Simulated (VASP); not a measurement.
Write the native input for VASP 6.6.1 that does the following.

| Quantity | Value |
| --- | --- |
| Task | single point |
| Functional | PBE |
| Potentials or basis | VASP PAW PBE potentials, release 64 (Ga_d, P) |
| Cutoff | 520 eV |
| k mesh | 4 × 4 × 4 |
| Occupations | gaussian, width 0.1 eV |
| Spin | no spin polarisation |
| Dipole correction | no |
| Further INCAR settings | ALGO = Normal; EDIFF = 1e-07; NBANDS = 30 |

The structure of Ga3P lies in POSCAR:

```
Ga3P
1.0
    4.0730703278      0.0000000000      0.0000000000
    0.0000000000      4.0730703278      0.0000000000
    0.0000000000      0.0000000000      4.0312048498
Ga P
3 1
Direct
    0.0000000000      0.5000000000      0.5000000000
    0.5000000000      0.0000000000      0.5000000000
    0.5000000000      0.5000000000      0.0000000000
    0.0000000000      0.0000000000      0.0000000000
```

The input as run:

INCAR

```
PREC = Accurate ; ENCUT = 520
EDIFF = 1E-7 ; ISMEAR = 0
SIGMA = 0.1 ; LREAL = F
LASPH = T ; NELM = 100
ALGO = Normal ; ISIF = 2
LWAVE = F ; LCHARG = F
GGA = PE ; NBANDS = 30
```

KPOINTS

```
regular mesh
0
Gamma
  4 4 4
```

Potentials or basis: VASP PAW PBE potentials, release 64 (Ga_d, P).

Launch:

```bash
$ cat potpaw_PBE.64/Ga_d/POTCAR potpaw_PBE.64/P/POTCAR > POTCAR
$ mpirun -np 1 vasp_std > vasp.out
```

Results of the run:

```
Pressure               : 4.3 GPa
Band gap on the k mesh : zero (bands 22 and 23 overlap by 5.37 eV)
```

Caveat: the k points lie up to 0.39 Å⁻¹ apart, too coarse for converged energies and pressures of a metal.

Wall time 21 s on 1 thread of Intel(R) Xeon(R) 6975P-C (Granite Rapids), with other jobs on the host, peak memory 0.17 GiB.
